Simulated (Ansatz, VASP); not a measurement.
## Two plane-wave programs on Ti36H

```xyz
37
Lattice="8.8181 0.0000 0.0000 -4.4090 7.6367 0.0000 0.0000 0.0000 9.2970" Properties=species:S:1:pos:R:3 pbc="T T T"
Ti   -0.0272    1.6838    1.1669
Ti    1.4694    0.8225    3.4849
Ti    0.0057    1.6965    5.8240
Ti    1.4725    0.8481    8.1244
Ti   -1.4766    4.2483    1.1842
Ti   -0.0262    3.4128    3.4847
Ti   -1.4648    4.2386    5.8345
Ti    0.0056    3.3886    8.1247
Ti   -2.9399    6.7836    1.1839
Ti   -1.4729    5.9415    3.4889
Ti   -2.9366    6.7882    5.8347
Ti   -1.4654    5.9363    8.1305
Ti    2.9639    1.6847    1.1666
Ti    4.4146    0.8483    3.4670
Ti    2.9401    1.6959    5.8241
Ti    4.4100    0.8453    8.1133
Ti    1.4694    4.2740    1.1670
Ti    2.9643    3.4120    3.4849
Ti    1.4725    4.2370    5.8242
Ti    2.9399    3.3887    8.1243
Ti    0.0007    6.7907    1.1628
Ti    1.4694    5.9496    3.4671
Ti    0.0018    6.7846    5.8176
Ti    1.4725    5.9336    8.1135
Ti    5.8780    1.6960    1.1627
Ti    7.3419    0.8482    3.4672
Ti    5.8815    1.6960    5.8175
Ti    7.3539    0.8458    8.1133
Ti    4.4140    4.2479    1.1839
Ti    5.8785    3.3991    3.4883
Ti    4.4107    4.2392    5.8346
Ti    5.8817    3.3886    8.1304
Ti    2.9364    6.7915    1.1626
Ti    4.4109    5.9420    3.4882
Ti    2.9439    6.7844    5.8175
Ti    4.4107    5.9361    8.1306
H     1.4695    2.5483    2.3261
```

Alike in both runs: functional PBE; k mesh 1 × 1 × 1; occupations methfessel-paxton of order 1, width 0.1 eV; no spin polarisation.

Ansatz relaxed the structure, and its values are those at the end. VASP's run is a single point on that final structure, the one shown.

|  | VASP | Ansatz |
| --- | --- | --- |
| version | VASP 6.6.1 | Ansatz 0.2.0 |
| potentials or method | VASP PAW PBE potentials, release 64 (Ti_sv, H), cutoff 520 eV | plane-wave PAW DFT |
| valence electrons in the cell | 433 | 433 |

|  | VASP | Ansatz | Ansatz less VASP |
| --- | --- | --- | --- |
| rms of the force components (eV/Å) | 0.005 | 0.002 | -0.0027 |
